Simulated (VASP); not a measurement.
SbO6:

```
Sb O
1.0
    -3.05210    3.05210    3.02271
     3.05210   -3.05210    3.02271
     3.05210    3.05210   -3.02271
Sb O
1 6
Direct
  0.00000 0.00000 0.00000
  0.00000 0.70852 0.70852
  0.00000 0.29148 0.29148
  0.71165 0.71165 0.00000
  0.28835 0.28835 0.00000
  0.70852 0.00000 0.70852
  0.29148 0.00000 0.29148
```

* Program: VASP 6.6.1
* Task: relaxation of cell and atoms
* Functional: PBE
* Potentials or basis: VASP PAW PBE potentials, release 64 (Sb, O)
* Cutoff: 600 eV
* k mesh: 4 × 4 × 4
* Occupations: gaussian, width 0.1 eV
* Spin: no spin polarisation

At the start: pressure 36.2 GPa; volume 16.09 Å³/atom.

Problem. Where does the relaxation end?

Solution. Over 52 steps the energy falls by 1329.0 meV/atom and the volume is 14.12 Å³/atom (-12.2 %); space group I4/mmm (No. 139, to 0.05 Å).

The path:
| step | energy change (eV) | largest force (eV/Å) | pressure (GPa) | volume (Å³) |
| --- | --- | --- | --- | --- |
| 1 | 0.0000 | 8.5349 | 36.18 | 112.63 |
| 3 | -0.1256 | 1.1378 | -14.68 | 165.43 |
| 5 | -3.5509 | 0.3493 | -4.02 | 131.04 |
| 7 | -3.6064 | 0.2378 | -1.33 | 128.16 |
| 9 | -3.6365 | 0.3787 | -1.07 | 126.04 |
| 11 | -3.7787 | 3.1521 | 0.40 | 110.48 |
| 13 | -3.7002 | 4.0678 | 2.31 | 107.30 |
| 15 | -3.7046 | 4.1038 | 2.36 | 107.09 |
| 17 | -3.7250 | 4.2541 | 2.61 | 106.16 |
| 19 | -3.8094 | 4.9079 | 3.80 | 102.46 |
| 21 | -4.1350 | 8.3203 | 14.39 | 88.38 |
| 23 | -3.8009 | 9.3224 | 17.83 | 87.30 |
| 25 | -3.7888 | 9.7308 | 22.85 | 84.71 |
| 27 | -3.8819 | 9.5299 | 27.52 | 82.59 |
| 29 | -4.3522 | 8.4210 | 26.65 | 82.28 |
| 31 | -5.8328 | 4.7474 | 26.92 | 81.05 |
| 33 | -6.4552 | 0.3492 | 32.46 | 79.86 |
| 35 | -7.5469 | 2.0357 | 22.00 | 83.42 |
| 37 | -8.1851 | 3.4765 | -7.51 | 100.26 |
| 39 | -8.5552 | 2.7679 | 0.22 | 93.15 |
| 41 | -9.1469 | 1.4301 | 4.21 | 94.76 |
| 43 | -9.1503 | 1.5396 | 3.82 | 94.66 |
| 45 | -9.2941 | 0.3685 | 1.27 | 97.85 |
| 47 | -9.2994 | 0.0695 | 0.36 | 98.13 |
| 49 | -9.3005 | 0.1002 | 0.20 | 98.32 |
| 51 | -9.3026 | 0.0403 | -0.13 | 98.81 |
| 52 | -9.3028 | 0.0395 | -0.17 | 98.87 |

Final structure:
```
CELL_PARAMETERS angstrom
-2.94577 2.94577 2.84848
2.94577 -2.94577 2.84848
2.94577 2.94577 -2.84848
ATOMIC_POSITIONS crystal
Sb 0.00000 0.00000 0.00000
O 0.00000 0.61108 0.61108
O 0.00000 0.38892 0.38892
O 0.61696 0.61696 0.00000
O 0.38304 0.38304 0.00000
O 0.61108 0.00000 0.61108
O 0.38892 0.00000 0.38892
```

Caveat: the k points lie up to 0.38 Å⁻¹ apart in the final cell; an odd number of electrons without spin polarisation forces a metal; a magnetic or distorted state may lie lower.
